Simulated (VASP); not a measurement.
A run of VASP 6.6.1 is set up as follows.

POSCAR

```
SnO
1.0
    3.6555286244      0.0000000000      0.0000000000
    0.0000000000      3.8459207402      0.0000000000
    0.0000000000      0.0000000000      4.9854876199
Sn O
2 2
Direct
    0.0000000000      0.5000000000      0.2320254213
    0.5000000000      0.0000000000      0.7679745787
    0.5000000000      0.5000000000     -0.0068543796
    0.0000000000      0.0000000000      0.0068543796
```

File INCAR.step1:

```
ALGO = Normal
EDIFF = 1E-4
ENCUT = 520
GGA = PE
ISMEAR = 0
LASPH = T
LCHARG = F
LREAL = F
LWAVE = T
NBANDS = 28
NELM = 80
PREC = Accurate
SIGMA = 0.01
```

Contents of INCAR.step2:

```
ALGO = Normal
EDIFF = 1E-7
ENCUT = 520
ISIF = 2
ISMEAR = 0
ISTART = 1
LASPH = T
LCHARG = T
LELF = T
LMIXTAU = T
LREAL = F
LVHAR = T
LWAVE = F
METAGGA = R2SCAN
NBANDS = 28
NELM = 80
PREC = Accurate
SIGMA = 0.01
```

Contents of KPOINTS:

```
k-points
0
Gamma
  10 10 8
```

Potentials or basis: VASP PAW PBE potentials, release 64 (Sn_d, O).

Launch:

```console
$ cat potpaw_PBE.64/Sn_d/POTCAR potpaw_PBE.64/O/POTCAR > POTCAR
$ cp INCAR.step1 INCAR
$ mpirun -np 1 vasp_std > vasp.out
$ cp INCAR.step2 INCAR
$ mpirun -np 1 vasp_std > vasp.out
```

(1) What does it give for the band gap on the k mesh?

(2) What does it give for the pressure?

(3) What does it give for the largest force?

Results:

(1) 0.22 eV (least direct gap 2.42 eV).

(2) 3.3 GPa.

(3) 0.346 eV/Å.

Caveat: the cell differs from its parent crystal (uniaxial strain along a: -4.0 %); the cell stands under pressure; semilocal functionals underestimate gaps, and a narrow one can read as zero; the PAW data sets were made with another functional, which shifts forces and pressure a little; spin-orbit coupling is left out, which moves the levels of the heavy elements.
